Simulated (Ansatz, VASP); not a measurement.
# ScAl in VASP and in Ansatz

```xyz
2
Lattice="3.3104 0.0000 0.0000 0.0000 3.3104 0.0000 0.0000 0.0000 3.3104" Properties=species:S:1:pos:R:3 pbc="T T T"
Sc    1.6552    1.6552    1.6552
Al    0.0000    0.0000    0.0000
```

Alike in both runs: functional LDA; k mesh 12 × 12 × 12; occupations fermi-dirac, width 0.15 eV; no spin polarisation.

Ansatz relaxed the structure, and its values are those at the end. VASP's run is a single point on that final structure, the one shown.

|  | VASP | Ansatz |
| --- | --- | --- |
| version | VASP 6.6.1 | Ansatz 0.2.0 |
| potentials or method | VASP PAW LDA potentials, release 64 (Sc_sv, Al), cutoff 520 eV | scalar-relativistic, plane waves, PAW |
| valence electrons in the cell | 14 | 14 |

|  | VASP | Ansatz | Ansatz less VASP |
| --- | --- | --- | --- |
| gap on the k mesh at the Fermi level (eV) | none | none | - |
| pressure (GPa) | 0.2 | 0.0 | -0.19 |

LDA's correlation is that of Perdew and Zunger in VASP and of Perdew and Wang (1992) in Ansatz. A gap of «none» marks a metal or a gap that the smearing closes.
